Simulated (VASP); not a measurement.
A run of VASP 6.6.1 is set up as follows.

Contents of INCAR:

```
PREC = Accurate
ENCUT = 520
EDIFF = 1E-6
ISMEAR = 0
SIGMA = 0.1
LREAL = F
LASPH = T
NELM = 100
ALGO = Fast
ISIF = 2
LWAVE = F
LCHARG = F
GGA = PS
NBANDS = 16
```

File KPOINTS:

```
regular mesh
0
Gamma
  16 16 22
```

File POSCAR:

```
Al2Cu
1.0
    4.0848572809      0.0000000000      0.0000000000
    0.0000000000      4.0848572809      0.0000000000
    0.0000000000      0.0000000000      2.8464075211
Al Cu
2 1
Direct
    0.5000000000      0.0000000000      0.5000000000
    0.0000000000      0.5000000000      0.5000000000
    0.0000000000      0.0000000000      0.0000000000
```

Potentials or basis: VASP PAW PBE potentials, release 64 (Al, Cu).

Run with:

```bash
$ cat potpaw_PBE.64/Al/POTCAR potpaw_PBE.64/Cu/POTCAR > POTCAR
$ mpirun -np 1 vasp_std > vasp.out
```

Problem. What does it give for the pressure?

Solution. 0.2 GPa.

Caveat: the PAW data sets were made with another functional, which shifts forces and pressure a little.
